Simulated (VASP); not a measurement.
# BaTiO3 (Pm-3m) in VASP: vibrations by perturbation theory with PBEsol

Aim: the vibrations by perturbation theory of BaTiO3 with PBEsol.

All numbers are computed with VASP 6.6.1; they aren't measurements. Logs are shortened: lines on timing, memory, paths and dates and some standing lists are left out, and cuts for length are marked.

### Step 1. The cell of the first run

It takes space group Pm-3m (No. 221, cubic). Conventional cell: a = 4.006 Å, b = 4.006 Å, c = 4.006 Å, α = 90.00°, β = 90.00°, γ = 90.00°. Ba (site symmetry m-3m) has 12 O at 2.83 Å and 8 Ti at 3.47 Å within 3.7 Å. Ti (site symmetry m-3m) has 6 O at 2.00 Å within 2.7 Å. Within 2.7 Å of O (site symmetry 4/mmm) lie 2 Ti at 2.00 Å.

### Step 2. Vibrations by perturbation theory, PBEsol

File INCAR:

```
SYSTEM = BaTiO3
  ALGO = Normal
  EDIFF = 1E-8
  ENCUT = 520
  GGA = PS
  IBRION = 8
  ISIF = 2
  ISMEAR = 0
  LASPH = .True.
  LCHARG = .False.
  LEPSILON = .True.
  LREAL = .False.
  LWAVE = .False.
  NBANDS = 28
  NELM = 80
  NSW = 1
  PREC = Accurate
  SIGMA = 0.01
```

File KPOINTS:

```
k-points
0
Gamma
  4 4 4
  0 0 0
```

File POSCAR:

```
BaTiO3
1.0
    4.0060000000      0.0000000000      0.0000000000
    0.0000000000      4.0060000000      0.0000000000
    0.0000000000      0.0000000000      4.0060000000
Ba Ti O
1 1 3
Direct
    0.5000000000      0.5000000000      0.5000000000
    0.0000000000      0.0000000000      0.0000000000
    0.5000000000      0.0000000000      0.0000000000
    0.0000000000      0.5000000000      0.0000000000
    0.0000000000      0.0000000000      0.5000000000
```

Potentials or basis: VASP PAW PBE potentials, release 64 (Ba_sv, Ti_sv, O).

Run with:

```console
$ cat potpaw_PBE.64/Ba_sv/POTCAR potpaw_PBE.64/Ti_sv/POTCAR potpaw_PBE.64/O/POTCAR > POTCAR
$ mpirun -np 1 vasp_std > vasp.out
```

OUTCAR:

```text
SYSTEM = BaTiO3
   EDIFF = 1E-8
   ENCUT = 520
   GGA = PS
   IBRION = 8
   ISIF = 2
   ISMEAR = 0
   LASPH = .True.
   LEPSILON = .True.
   LREAL = .False.
   NELM = 80
   NSW = 1
   PREC = Accurate

 ion  position               nearest neighbor table
   1  0.500  0.500  0.500-   3 2.83   4 2.83   5 2.83   3 2.83   4 2.83   3 2.83   5 2.83   3 2.83
                             4 2.83   5 2.83   4 2.83   5 2.83   2 3.47   2 3.47   2 3.47   2 3.47
   2  0.000  0.000  0.000-   3 2.00   4 2.00   5 2.00   5 2.00   4 2.00   3 2.00   1 3.47   1 3.47
                             1 3.47   1 3.47   1 3.47   1 3.47   1 3.47   1 3.47
   3  0.500  0.000  0.000-   2 2.00   2 2.00   1 2.83   1 2.83   1 2.83   1 2.83
   4  0.000  0.500  0.000-   2 2.00   2 2.00   1 2.83   1 2.83   1 2.83   1 2.83
   5  0.000  0.000  0.500-   2 2.00   2 2.00   1 2.83   1 2.83   1 2.83   1 2.83

  LATTYP: Found a simple cubic cell.
 ALAT       =     4.0060000000

  Lattice vectors:

 A1 = (   4.0060000000,   0.0000000000,   0.0000000000)
 A2 = (   0.0000000000,   4.0060000000,   0.0000000000)
 A3 = (   0.0000000000,   0.0000000000,   4.0060000000)

Analysis of symmetry for initial positions (statically):
=====================================================================
 Subroutine PRICEL returns:
 Original cell was already a primitive cell.

 Routine SETGRP: Setting up the symmetry group for a
 simple cubic supercell.

 Subroutine GETGRP returns: Found 48 space group operations
 (whereof 48 operations were pure point group operations)
 out of a pool of 48 trial point group operations.

The static configuration has the point symmetry O_h .

Analysis of symmetry for dynamics (positions and initial velocities):
=====================================================================
 Subroutine PRICEL returns:
 Original cell was already a primitive cell.

 Routine SETGRP: Setting up the symmetry group for a
 simple cubic supercell.

 Subroutine GETGRP returns: Found 48 space group operations
 (whereof 48 operations were pure point group operations)
 out of a pool of 48 trial point group operations.

The dynamic configuration has the point symmetry O_h .

 Subroutine INISYM returns: Found 48 space group operations
 (whereof 48 operations are pure point group operations),
 and found     1 'primitive' translations

----------------------------------------------------------------------------------------

                                     Primitive cell

  volume of cell :      64.2884

  direct lattice vectors                    reciprocal lattice vectors
     4.006000000  0.000000000  0.000000000     0.249625562  0.000000000  0.000000000
     0.000000000  4.006000000  0.000000000     0.000000000  0.249625562  0.000000000
     0.000000000  0.000000000  4.006000000     0.000000000  0.000000000  0.249625562

  length of vectors
     4.006000000  4.006000000  4.006000000     0.249625562  0.249625562  0.249625562

  position of ions in fractional coordinates (direct lattice)
     0.500000000  0.500000000  0.500000000
[... 516 lines left out ...]
 -----------------------------------------------------------------------------
    -0.02138  0.00000  0.00000
     0.00000  0.02765  0.00000
     0.00000  0.00000 -0.00741

 MACROSCOPIC STATIC DIELECTRIC TENSOR (including local field effects in DFT)
 ------------------------------------------------------
           7.470868     0.000000     0.000000
           0.000000     7.470868     0.000000
          -0.000000    -0.000000     7.470868
 ------------------------------------------------------

 PIEZOELECTRIC TENSOR (including local field effects)  for field in x, y, z        (e  Angst)
          XX          YY          ZZ          XY          YZ          ZX
  --------------------------------------------------------------------------------
  x     0.00000     0.00000     0.00000     0.00000     0.00000     0.00000
  y     0.00000     0.00000     0.00000     0.00000     0.00000     0.00000
  z     0.00000     0.00000     0.00000     0.00000     0.00000     0.00000

 PIEZOELECTRIC TENSOR (including local field effects)  for field in x, y, z        (C/m^2)
          XX          YY          ZZ          XY          YZ          ZX
  --------------------------------------------------------------------------------
  x     0.00000     0.00000     0.00000     0.00000     0.00000     0.00000
  y     0.00000     0.00000     0.00000     0.00000     0.00000     0.00000
  z     0.00000     0.00000     0.00000     0.00000     0.00000     0.00000

 BORN EFFECTIVE CHARGES (including local field effects) (in |e|, cummulative output)
 ---------------------------------------------------------------------------------
 ion    1
    1     2.78641     0.00000     0.00000
    2     0.00000     2.78641     0.00000
    3    -0.00000    -0.00000     2.78641
 ion    2
    1     7.99276     0.00000     0.00000
    2    -0.00000     7.99276    -0.00000
    3     0.00000     0.00000     7.99276
 ion    3
    1    -6.31934     0.00000     0.00000
    2    -0.00000    -2.22992    -0.00000
    3     0.00000     0.00000    -2.22992
 ion    4
    1    -2.22992     0.00000     0.00000
    2     0.00000    -6.31934    -0.00000
    3    -0.00000     0.00000    -2.22992
 ion    5
    1    -2.22992     0.00000     0.00000
    2     0.00000    -2.22992    -0.00000
    3     0.00000    -0.00000    -6.31934

 INTERNAL STRAIN TENSOR FOR ION    5 for displacements in x,y,z  (eV/Angst):
          X           Y           Z          XY          YZ          ZX
  --------------------------------------------------------------------------------
  x     0.00000     0.00000     0.00000     0.00000     0.00000     0.00000
  y     0.00000     0.00000     0.00000     0.00000     0.00000     0.00000
  z     0.00000     0.00000     0.00000     0.00000     0.00000     0.00000

 SECOND DERIVATIVES (NOT SYMMETRIZED)
 ------------------------------------
               1X          1Y          1Z          2X          2Y          2Z          3X          3Y          3Z          4X          4Y          4Z          5X          5Y          5Z
  1X    -6.120577    0.000000    0.000000    3.397352    0.000000    0.000000    1.243130    0.000000   -0.000000    0.740047   -0.000000   -0.000000    0.740047   -0.000000   -0.000000
  1Y    -0.000000   -6.120577    0.000000    0.000000    3.397352    0.000000    0.000000    0.740047   -0.000000    0.000000    1.243130   -0.000000   -0.000000    0.740047   -0.000000
  1Z     0.000000    0.000000   -6.120577    0.000000    0.000000    3.397352   -0.000000   -0.000000    0.740047   -0.000000   -0.000000    0.740047   -0.000000   -0.000000    1.243130
  2X     3.401154   -0.000000    0.000000    2.503722   -0.000000    0.000000   -6.413184    0.000000    0.000000    0.254154    0.000000    0.000000    0.254154   -0.000000    0.000000
  2Y    -0.000000    3.401154    0.000000   -0.000000    2.503722    0.000000    0.000000    0.254154    0.000000    0.000000   -6.413184    0.000000   -0.000000    0.254154    0.000000
  2Z     0.000000    0.000000    3.401154    0.000000   -0.000000    2.503722   -0.000000    0.000000    0.254154   -0.000000    0.000000    0.254154    0.000000   -0.000000   -6.413184
  3X     1.240569   -0.000000    0.000000   -6.398433    0.000000    0.000000   -4.136417   -0.000000   -0.000000    4.647140    0.000000   -0.000000    4.647140    0.000000   -0.000000
  3Y     0.000000    0.743002    0.000000    0.000000    0.239846    0.000000    0.000000   -5.006153    0.000000    0.000000    4.662024    0.000000    0.000000   -0.638719    0.000000
  3Z     0.000000    0.000000    0.743002    0.000000    0.000000    0.239846    0.000000    0.000000   -5.006153    0.000000    0.000000   -0.638719    0.000000    0.000000    4.662024
  4X     0.743002    0.000000    0.000000    0.239846    0.000000    0.000000    4.662024    0.000000    0.000000   -5.006153    0.000000    0.000000   -0.638719    0.000000    0.000000
  4Y    -0.000000    1.240569    0.000000    0.000000   -6.398433    0.000000    0.000000    4.647140   -0.000000   -0.000000   -4.136417    0.000000    0.000000    4.647140   -0.000000
  4Z     0.000000    0.000000    0.743002    0.000000    0.000000    0.239846    0.000000    0.000000   -0.638719    0.000000    0.000000   -5.006153    0.000000    0.000000    4.662024
  5X     0.743002    0.000000    0.000000    0.239846    0.000000    0.000000    4.662024    0.000000    0.000000   -0.638719    0.000000    0.000000   -5.006153    0.000000    0.000000
  5Y     0.000000    0.743002    0.000000    0.000000    0.239846    0.000000    0.000000   -0.638719    0.000000    0.000000    4.662024    0.000000    0.000000   -5.006153    0.000000
  5Z     0.000000   -0.000000    1.240569    0.000000    0.000000   -6.398433    0.000000    0.000000    4.647140    0.000000    0.000000    4.647140   -0.000000   -0.000000   -4.136417

 Eigenvectors and eigenvalues of the dynamical matrix
 ----------------------------------------------------

   1 f  =   13.578574 THz    85.316694 2PiTHz  452.932460 cm-1    56.156443 meV
             X         Y         Z           dx          dy          dz
      2.003000  2.003000  2.003000    -0.000157    0.000785   -0.015455
      0.000000  0.000000  0.000000     0.002098   -0.010507    0.206748
      2.003000  0.000000  0.000000     0.006895    0.025219   -0.496247
      0.000000  2.003000  0.000000    -0.005035   -0.034536   -0.496247
      0.000000  0.000000  2.003000    -0.005035    0.025219    0.679570
[... 105 lines left out ...]
  15 f/i=    7.955908 THz    49.988445 2PiTHz  265.380529 cm-1    32.902977 meV
             X         Y         Z           dx          dy          dz
      2.003000  2.003000  2.003000    -0.002350   -0.008571   -0.000996
      0.000000  0.000000  0.000000    -0.176662   -0.644311   -0.074876
      2.003000  0.000000  0.000000     0.163127    0.273282    0.031758
      0.000000  2.003000  0.000000     0.074930    0.594949    0.031758
      0.000000  0.000000  2.003000     0.074930    0.273282    0.069139

--------------------------------------------------------------------------------------------------------

 MACROSCOPIC STATIC DIELECTRIC TENSOR IONIC CONTRIBUTION
 ------------------------------------------------------
           0.918415    -0.000000     0.000000
          -0.000000     0.918415    -0.000000
           0.000000    -0.000000     0.918415
 ------------------------------------------------------

 ELASTIC MODULI CONTR FROM IONIC RELAXATION (kBar)
 Direction    XX          YY          ZZ          XY          YZ          ZX
 --------------------------------------------------------------------------------
 XX           0.0000      0.0000      0.0000      0.0000      0.0000      0.0000
 YY           0.0000      0.0000      0.0000      0.0000      0.0000      0.0000
 ZZ           0.0000      0.0000      0.0000      0.0000      0.0000      0.0000
 XY           0.0000      0.0000      0.0000      0.0000      0.0000      0.0000
 YZ           0.0000      0.0000      0.0000      0.0000      0.0000      0.0000
 ZX           0.0000      0.0000      0.0000      0.0000      0.0000      0.0000
 --------------------------------------------------------------------------------

 PIEZOELECTRIC TENSOR IONIC CONTR  for field in x, y, z        (C/m^2)
          XX          YY          ZZ          XY          YZ          ZX
  --------------------------------------------------------------------------------
  x     0.00000     0.00000     0.00000     0.00000     0.00000     0.00000
  y     0.00000     0.00000     0.00000     0.00000     0.00000     0.00000
  z     0.00000     0.00000     0.00000     0.00000     0.00000     0.00000
```

Run time: 13 min. Hardware: 1 thread of Intel Xeon Platinum 8559C (Emerald Rapids), shared host; peak memory 0.31 GiB.

What came out:

```yaml
Electronic_dielectric_tensor_diagonal: 7.47
Born_charges_mean_of_the_diagonal: Ba +2.79; Ti +7.99; O -3.59 e
Highest_phonon_frequency_at_Γ_LO-TO_splitting_left_out: 453 cm⁻¹
Most_unstable_mode: 265i cm⁻¹
```

Phonon frequencies in cm⁻¹ (negative: imaginary):
```csv
q point,frequencies
"(0.000, 0.000, 0.000)",-265 -265 -265 0 0 0 172 172 172 272 272 272 453 453 453
```

Electronic dielectric tensor:
```
7.47 0.00 0.00
0.00 7.47 0.00
0.00 0.00 7.47
```

Born effective charge tensors (e):
atom 1, Ba
```
2.79 0.00 0.00
0.00 2.79 0.00
0.00 0.00 2.79
```
atom 2, Ti
```
7.99 0.00 0.00
0.00 7.99 0.00
0.00 0.00 7.99
```
atom 3, O
```
-6.32  0.00  0.00
 0.00 -2.23  0.00
 0.00  0.00 -2.23
```
atom 4, O
```
-2.23  0.00  0.00
 0.00 -6.32  0.00
 0.00  0.00 -2.23
```
atom 5, O
```
-2.23  0.00  0.00
 0.00 -2.23  0.00
 0.00  0.00 -6.32
```

Caveat: the k points lie up to 0.39 Å⁻¹ apart; the cell wasn't relaxed at this level first, which shifts response properties; some modes are imaginary; spin-orbit coupling is left out, which moves the levels of the heavy elements.
